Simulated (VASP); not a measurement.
# PbF2 (Fm-3m) in VASP: notebook, part 2 of 2

VASP 6.6.1. The steps go on from the part before.

**3. Single point, r2SCAN**

POSCAR reads:

```
PbF2
1.0
    0.0000000000      2.9604390429      2.9604390429
    2.9604390429      0.0000000000      2.9604390429
    2.9604390429      2.9604390429      0.0000000000
Pb F
1 2
Direct
    0.0000000000      0.0000000000      0.0000000000
    0.2500000000      0.2500000000      0.2500000000
    0.7500000000      0.7500000000      0.7500000000
```

INCAR.step1 reads:

```
SYSTEM = PbF2
PREC = Accurate
ENCUT = 520
ISMEAR = 0
SIGMA = 0.01
LREAL = .False.
LASPH = .True.
NELM = 60
NBANDS = 21
GGA = PE
ALGO = Normal
EDIFF = 1E-4
LWAVE = .True.
LCHARG = .False.
```

INCAR.step2 reads:

```
SYSTEM = PbF2
PREC = Accurate
ENCUT = 520
EDIFF = 1E-7
ISMEAR = 0
SIGMA = 0.01
LREAL = .False.
LASPH = .True.
NELM = 60
ALGO = Normal
ISIF = 2
LWAVE = .False.
LCHARG = .False.
METAGGA = R2SCAN
LMIXTAU = .True.
NBANDS = 21
ISTART = 1
```

KPOINTS reads:

```
Automatic mesh
0
Gamma
  6 6 6
  0 0 0
```

Potentials or basis: VASP PAW PBE potentials, release 64 (Pb_d, F).

Started as:

```
$ cat potpaw_PBE.64/Pb_d/POTCAR potpaw_PBE.64/F/POTCAR > POTCAR
$ cp INCAR.step1 INCAR
$ mpirun -np 1 vasp_std > vasp.out
$ cp INCAR.step2 INCAR
$ mpirun -np 1 vasp_std > vasp.out
```

OUTCAR:

```text
SYSTEM = PbF2
   PREC = Accurate
   ENCUT = 520
   EDIFF = 1E-7
   ISMEAR = 0
   LREAL = .False.
   LASPH = .True.
   NELM = 60
   ISIF = 2
   METAGGA = R2SCAN
   ISTART = 1

 ion  position               nearest neighbor table
   1  0.000  0.000  0.000-   3 2.56   3 2.56   3 2.56   2 2.56   3 2.56   2 2.56   2 2.56   2 2.56

   2  0.250  0.250  0.250-   1 2.56   1 2.56   1 2.56   1 2.56
   3  0.750  0.750  0.750-   1 2.56   1 2.56   1 2.56   1 2.56

  LATTYP: Found a face centered cubic cell.
 ALAT       =     5.9208780858

  Lattice vectors:

 A1 = (   0.0000000000,   2.9604390429,   2.9604390429)
 A2 = (   2.9604390429,   0.0000000000,   2.9604390429)
 A3 = (   2.9604390429,   2.9604390429,   0.0000000000)

Analysis of symmetry for initial positions (statically):
=====================================================================
 Subroutine PRICEL returns:
 Original cell was already a primitive cell.

 Routine SETGRP: Setting up the symmetry group for a
 face centered cubic supercell.

 Subroutine GETGRP returns: Found 48 space group operations
 (whereof 48 operations were pure point group operations)
 out of a pool of 48 trial point group operations.

The static configuration has the point symmetry O_h .

Analysis of symmetry for dynamics (positions and initial velocities):
=====================================================================
 Subroutine PRICEL returns:
 Original cell was already a primitive cell.

 Routine SETGRP: Setting up the symmetry group for a
 face centered cubic supercell.

 Subroutine GETGRP returns: Found 48 space group operations
 (whereof 48 operations were pure point group operations)
 out of a pool of 48 trial point group operations.

The dynamic configuration has the point symmetry O_h .

 Subroutine INISYM returns: Found 48 space group operations
 (whereof 48 operations are pure point group operations),
 and found     1 'primitive' translations

----------------------------------------------------------------------------------------

                                     Primitive cell

  volume of cell :      51.8918

  direct lattice vectors                    reciprocal lattice vectors
     0.000000000  2.960439043  2.960439043    -0.168893868  0.168893868  0.168893868
     2.960439043  0.000000000  2.960439043     0.168893868 -0.168893868  0.168893868
     2.960439043  2.960439043  0.000000000     0.168893868  0.168893868 -0.168893868

  length of vectors
     4.186693045  4.186693045  4.186693045     0.292532760  0.292532760  0.292532760

  position of ions in fractional coordinates (direct lattice)
     0.000000000  0.000000000  0.000000000
     0.250000000  0.250000000  0.250000000
     0.750000000  0.750000000  0.750000000

  ion indices of the primitive-cell ions
   primitive index   ion index
                 1           1
                 2           2
                 3           3

----------------------------------------------------------------------------------------

 KPOINTS: Automatic mesh

Automatic generation of k-mesh.
 Grid dimensions read from file:
 generate k-points for:    6    6    6

 Generating k-lattice:

  Cartesian coordinates                     Fractional coordinates (reciprocal lattice)
    -0.028148978  0.028148978  0.028148978     0.166666667  0.000000000  0.000000000
     0.028148978 -0.028148978  0.028148978     0.000000000  0.166666667  0.000000000
     0.028148978  0.028148978 -0.028148978     0.000000000  0.000000000  0.166666667

  Length of vectors
     0.048755460  0.048755460  0.048755460

  Shift w.r.t. Gamma in fractional coordinates (k-lattice)
     0.000000000  0.000000000  0.000000000

 Subroutine IBZKPT returns following result:
 ===========================================

 Found     16 irreducible k-points:

 Following reciprocal coordinates:
            Coordinates               Weight
  0.000000  0.000000  0.000000      1.000000
  0.166667  0.000000  0.000000      8.000000
  0.333333  0.000000  0.000000      8.000000
  0.500000  0.000000  0.000000      4.000000
  0.166667  0.166667  0.000000      6.000000
  0.333333  0.166667  0.000000     24.000000
[... 8 lines left out ...]
 -0.333333  0.333333  0.166667     24.000000
 -0.333333  0.500000  0.166667     12.000000
   k-points           NKPTS =     16   k-points in BZ     NKDIM =     16   number of bands    NBANDS=     21
   number of dos      NEDOS =    301   number of ions     NIONS =      3
   total plane-waves  NPLWV =  32768
   dimension x,y,z NGX =    32 NGY =   32 NGZ =   32
   dimension x,y,z NGXF=    64 NGYF=   64 NGZF=   64
   ions per type =               1   2
   NGX,Y,Z   is equivalent  to a cutoff of  12.71, 12.71, 12.71 a.u.
   NGXF,Y,Z  is equivalent  to a cutoff of  25.41, 25.41, 25.41 a.u.
 SYSTEM =  PbF2
   PREC   = accura    normal or accurate (medium, high low for compatibility)
   ISTART =      1    job   : 0-new  1-cont  2-samecut
   ICHARG =      0    charge: 1-file 2-atom 10-const
   ISPIN  =      1    spin polarized calculation?
   LNONCOLLINEAR =      F non collinear calculations
   LSORBIT =      F    spin-orbit coupling
   LASPH  =      T    aspherical Exc in radial PAW
   ENCUT  =  520.0 eV  38.22 Ry    6.18 a.u.   7.78  7.78  7.78*2*pi/ulx,y,z
   NELM   =     60;   NELMIN=  2; NELMDL=  0     # of ELM steps
   EDIFF  = 0.1E-06   stopping-criterion for ELM
   LREAL  =      F    real-space projection
   EDIFFG = 0.1E-05   stopping-criterion for IOM
   NSW    =      0    number of steps for IOM
   IBRION =     -1    ionic relax: 0-MD 1-quasi-New 2-CG
   NFREE  =      0    steps in history (QN), initial steepest desc. (CG)
   ISIF   =      2    stress and relaxation
   ISYM   =      2    0-nonsym 1-usesym 2-fastsym
   POTIM  = 0.5000    time-step for ionic-motion
   TEBEG  =    0.0;   TEEND  =   0.0 temperature during run
   PSTRESS=    0.0 pullay stress
   NELECT =      28.0000    total number of electrons
   NUPDOWN=      -1.0000    fix difference up-down
   EMIN   =  10.00;   EMAX   =-10.00  energy-range for DOS
   EFERMI =   0.00;   METHOD = LEGACY
   ISMEAR =     0;   SIGMA  =   0.01  broadening in eV -4-tet -1-fermi 0-gaus
   EFERMI_NEDOS =   21; number of points for ismear=-14 and -15
   IALGO  =     38    algorithm
   IMIX   =      4    mixing-type and parameters
     AMIX     =   0.40;   BMIX     =  1.00
     AMIX_MAG =   1.60;   BMIX_MAG =  1.00
  volume/ion in A,a.u.               =      17.30       116.73
  Fermi-wavevector in a.u.,A,eV,Ry     =   1.332789  2.518606 24.168388  1.776326
  Thomas-Fermi vector in A             =   2.461697
   LORBIT       =      0    0 simple, 1 ext, 2 COOP (PROOUT), +10 PAW based schemes
   METAGGA = R2SCAN    functional components
   LHFCALC =     F    Hartree Fock is set to
   AEXX    =    0.0000 exact exchange contribution
   IVDW    =     0    specifies the selected vdW correction
   LEPSILON=     F    determine dielectric tensor
   LRPA    =     F    only Hartree local field effects (RPA)
 non-spin polarized calculation
 Gauss-broadening in eV      SIGMA  =   0.01
  energy-cutoff  :      520.00
  volume of cell :       51.89
 maximum number of plane-waves:      1411
   NGX = 15   NGY = 15   NGZ = 15

 number of electron      28.0000003 magnetization

 Free energy of the ion-electron system (eV)
  ---------------------------------------------------
  ext. energy  EPLUGINS =         0.00000000
  ---------------------------------------------------
  free energy    TOTEN  =       -70.16175685 eV

  energy without entropy =      -70.16175685  energy(sigma->0) =      -70.16175685

 E-fermi :   1.6073     XC(G=0): -10.0274

 val. band max:        1.5206924410   @ k =  -0.3333   0.3333   0.1667
 cond. band min:       6.4819596483   @ k =   0.5000   0.5000   0.0000
 fundamental gap:      4.9612672074
 Fermi energy:         1.6072718989

 k-point     1 :       0.0000    0.0000    0.0000
  band No.  band energies     occupation
      1     -20.8636      2.00000
      2     -20.2683      2.00000
      3     -13.3201      2.00000
      4     -13.3201      2.00000
      5     -13.3201      2.00000
      6     -13.2687      2.00000
[... 13 lines left out ...]
     20      17.4739      0.00000
     21      19.8261      0.00000
[... 337 lines left out ...]
 k-point    16 :      -0.3333    0.5000    0.1667
  band No.  band energies     occupation
      1     -20.5719      2.00000
      2     -20.5167      2.00000
      3     -13.2948      2.00000
      4     -13.2546      2.00000
      5     -13.2318      2.00000
      6     -13.1999      2.00000
[... 13 lines left out ...]
     20      17.7877      0.00000
     21      19.1186      0.00000

------------------------ aborting loop because EDIFF is reached ----------------------------------------

  FORCE on cell =-STRESS in cart. coord.  units (eV):
  Direction    XX          YY          ZZ          XY          YZ          ZX
  --------------------------------------------------------------------------------------
  -------------------------------------------------------------------------------------
  Total       -0.0223491     -0.0223491     -0.0223491     -0.0000000      0.0000000      0.0000000
  in kB       -0.6900353     -0.6900353     -0.6900353     -0.0000000      0.0000000      0.0000000
  external PRESSURE =      -0.6900353 kB  Pullay stress =       0.0000000 kB

 VOLUME and BASIS-vectors are now :
 -----------------------------------------------------------------------------
  energy-cutoff  :      520.00
  volume of cell :       51.89
      direct lattice vectors                 reciprocal lattice vectors
     0.000000000  2.960439043  2.960439043    -0.168893868  0.168893868  0.168893868
     2.960439043  0.000000000  2.960439043     0.168893868 -0.168893868  0.168893868
     2.960439043  2.960439043  0.000000000     0.168893868  0.168893868 -0.168893868

 POSITION                                       TOTAL-FORCE (eV/Angst)
 -----------------------------------------------------------------------------------
      0.00000      0.00000      0.00000         0.000000     -0.000000      0.000000
      1.48022      1.48022      1.48022        -0.000000     -0.000000      0.000000
      4.44066      4.44066      4.44066         0.000000      0.000000     -0.000000
 -----------------------------------------------------------------------------------
    total drift:                                0.000000     -0.000000      0.000000

  FREE ENERGIE OF THE ION-ELECTRON SYSTEM (eV)
  ---------------------------------------------------
  free  energy   TOTEN  =       -70.1617568550 eV

  energy  without entropy=      -70.1617568550  energy(sigma->0) =      -70.16175685
```

Run time: 76 s. Hardware: 1 thread of Oxide Virtual Turin-like, shared host; peak memory 0.15 GiB.

Results:

```yaml
Free_energy: -70.1618 eV
Pressure: -0.1 GPa
Band_gap_on_the_k_mesh: 4.96 eV, indirect (least direct gap 5.08 eV)
```

Levels at points of the mesh, in eV from the valence-band top:
| k point | band 11 | band 12 | band 13 | band 14 | band 15 | band 16 | band 17 | band 18 |
| --- | --- | --- | --- | --- | --- | --- | --- | --- |
| (0.00, 0.00, 0.00) | -2.64 | -2.13 | -2.13 | -2.13 | 7.33 | 7.33 | 7.33 | 10.72 |
| (0.50, 0.00, 0.00) | -2.82 | -2.31 | -2.31 | -0.03 | 5.41 | 8.28 | 8.28 | 13.48 |
| (0.50, 0.50, 0.00) | -1.72 | -1.72 | -1.72 | -0.11 | 4.96 | 8.49 | 8.49 | 9.10 |

Caveat: the PAW data sets were made with another functional, which shifts forces and pressure a little; spin-orbit coupling is left out, which moves the levels of the heavy elements. A k mesh can miss the band edges.

**4. Single point, HSE06**

POSCAR is that of step 3.

INCAR.step1 reads:

```
SYSTEM = PbF2
PREC     = Accurate       ! precision mode
ENCUT    = 520            ! plane-wave cutoff, eV
EDIFF    = 1E-5           ! SCF threshold, eV
ISMEAR   = 0              ! smearing method
SIGMA    = 0.01           ! smearing width, eV
LREAL    = .FALSE.        ! projectors in reciprocal space
LASPH    = .TRUE.         ! aspherical terms in the spheres
NELM     = 80             ! most SCF steps
ALGO     = Normal         ! electronic algorithm
ISIF     = 2              ! what is computed and relaxed
LWAVE    = .TRUE.         ! write WAVECAR
NBANDS   = 21             ! bands
GGA      = PE             ! functional
```

INCAR.step2 reads:

```
SYSTEM = PbF2
PREC     = Accurate       ! precision mode
ENCUT    = 520            ! plane-wave cutoff, eV
EDIFF    = 1E-7           ! SCF threshold, eV
ISMEAR   = 0              ! smearing method
SIGMA    = 0.01           ! smearing width, eV
LREAL    = .FALSE.        ! projectors in reciprocal space
LASPH    = .TRUE.         ! aspherical terms in the spheres
NELM     = 80             ! most SCF steps
ALGO     = Normal         ! electronic algorithm
ISIF     = 2              ! what is computed and relaxed
LWAVE    = .FALSE.        ! write WAVECAR
LCHARG   = .TRUE.         ! write CHGCAR
GGA      = PE             ! functional
LHFCALC  = .TRUE.         ! exact exchange
HFSCREEN = 0.2079         ! screening, 1/A
PRECFOCK = Normal       
LELF     = .TRUE.         ! ELF
LVHAR    = .TRUE.       
NBANDS   = 21             ! bands
ISTART   = 1
```

KPOINTS reads:

```
Automatic mesh
0
G
  4 4 4
  0 0 0
```

Started as:

```
$ cat potpaw_PBE.64/Pb_d/POTCAR potpaw_PBE.64/F/POTCAR > POTCAR
$ cp INCAR.step1 INCAR
$ mpirun -np 1 vasp_std > vasp.out
$ cp INCAR.step2 INCAR
$ mpirun -np 1 vasp_std > vasp.out
```

Wall time 16 min (1 thread of Oxide Virtual Turin-like, shared host); peak memory 0.26 GiB.

It converged, with:

| Property | Result |
| --- | --- |
| Free energy | -17.8325 eV |
| Pressure | 1.1 GPa |
| Band gap on the k mesh | 5.72 eV, indirect (least direct gap 5.86 eV) |

Levels at points of the mesh, in eV from the valence-band top:
| k point | band 11 | band 12 | band 13 | band 14 | band 15 | band 16 | band 17 | band 18 |
| --- | --- | --- | --- | --- | --- | --- | --- | --- |
| (0.00, 0.00, 0.00) | -3.17 | -2.63 | -2.63 | -2.63 | 8.19 | 8.19 | 8.19 | 11.95 |
| (0.50, 0.00, 0.00) | -3.35 | -2.82 | -2.82 | -0.13 | 6.27 | 9.16 | 9.16 | 14.63 |
| (0.50, 0.50, 0.00) | -2.19 | -2.19 | -2.19 | -0.14 | 5.72 | 9.41 | 9.41 | 10.22 |

Caveat: the k points lie up to 0.46 Å⁻¹ apart; the PAW data sets were made with another functional, which shifts forces and pressure a little; spin-orbit coupling is left out, which moves the levels of the heavy elements. A k mesh can miss the band edges.

**5. Single point, HSE06**

POSCAR is that of step 4.

INCAR.step1 reads:

```
PREC = Accurate
ENCUT = 520
EDIFF = 1E-5
ISMEAR = 0
SIGMA = 0.01
LREAL = F
LASPH = T
NELM = 100
ALGO = Normal
ISIF = 2
LWAVE = T
NBANDS = 21
GGA = PE
```

INCAR.step2 reads:

```
PREC = Accurate
ENCUT = 520
EDIFF = 1E-6
ISMEAR = 0
SIGMA = 0.01
LREAL = F
LASPH = T
NELM = 100
ALGO = Normal
ISIF = 2
LWAVE = F
LCHARG = T
GGA = PE
LHFCALC = T
HFSCREEN = 0.2079
PRECFOCK = Normal
LELF = T
LVHAR = T
NBANDS = 21
ISTART = 1
```

KPOINTS reads:

```
Automatic mesh
0
Gamma
  4 4 4
```

Started as:

```
$ cat potpaw_PBE.64/Pb_d/POTCAR potpaw_PBE.64/F/POTCAR > POTCAR
$ cp INCAR.step1 INCAR
$ mpirun -np 1 vasp_std > vasp.out
$ cp INCAR.step2 INCAR
$ mpirun -np 1 vasp_std > vasp.out
```

It took 15 min on 1 thread of Oxide Virtual Turin-like, shared host; peak memory 0.26 GiB.

It converged, with:

```
Free energy            : -17.8325 eV
Pressure               : 1.1 GPa
Band gap on the k mesh : 5.72 eV, indirect (least direct gap 5.86 eV)
```

Levels at points of the mesh, in eV from the valence-band top:
| k point | band 12 | band 13 | band 14 | band 15 | band 16 | band 17 |
| --- | --- | --- | --- | --- | --- | --- |
| (0.00, 0.00, 0.00) | -2.63 | -2.63 | -2.63 | 8.19 | 8.19 | 8.19 |
| (0.50, 0.00, 0.00) | -2.82 | -2.82 | -0.13 | 6.27 | 9.16 | 9.16 |
| (0.50, 0.50, 0.00) | -2.19 | -2.19 | -0.14 | 5.72 | 9.41 | 9.41 |

Caveat: the k points lie up to 0.46 Å⁻¹ apart; the PAW data sets were made with another functional, which shifts forces and pressure a little; spin-orbit coupling is left out, which moves the levels of the heavy elements.

**6. The runs side by side**

```tsv
level	k mesh	grid for exact exchange (PRECFOCK)	screening parameter	gap on the mesh (eV)	pressure (GPa)
PBEsol	6 × 6 × 6	-	-	4.32	-1.1
r2SCAN	6 × 6 × 6	-	-	4.96	-0.1
HSE06	4 × 4 × 4	Normal	0.2079 1/Å	5.72	1.1
```

Alike in all rows: task single point; potentials or basis VASP PAW PBE potentials, release 64 (Pb_d, F); no spin polarisation; cell as given; cutoff (eV) 520; smearing gaussian 0.01 eV.

Caveats: some runs use coarse meshes; the PAW data sets were made with another functional, which shifts forces and pressure a little; spin-orbit coupling is left out, which moves the levels of the heavy elements.

Absolute energies hang on the potentials; compare differences alone.
